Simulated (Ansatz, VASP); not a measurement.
**Zr in VASP and in Ansatz**

```
CELL_PARAMETERS angstrom
4.96794 0.00000 0.00000
-2.48397 4.30236 0.00000
0.00000 0.00000 3.11887
ATOMIC_POSITIONS crystal
Zr 0.00000 0.00000 0.00000
Zr 0.33333 0.66667 0.50000
Zr 0.66667 0.33333 0.50000
```

Alike in both runs: task relaxation of cell and atoms; functional PBEsol; k mesh 12 × 12 × 14; occupations gaussian, width 0.1 eV; no spin polarisation.

|  | VASP | Ansatz |
| --- | --- | --- |
| version | VASP 6.6.1 | Ansatz 0.2.0 |
| potentials or method | VASP PAW PBE potentials, release 64 (Zr_sv), cutoff 600 eV | scalar-relativistic, plane waves, PAW |
| valence electrons in the cell | 36 | 36 |

```tsv
	VASP	Ansatz	Ansatz less VASP
gap on the k mesh at the Fermi level, each at its own relaxed structure (eV)	none	none	-
relaxed volume (Å³/atom)	22.22	22.20	-0.018
relaxed cell length with the largest relative difference (Å)	4.974	4.972	-0.0018
```

VASP's potentials were made for PBE, not for PBEsol. A gap of «none» marks a metal or a gap that the smearing closes.
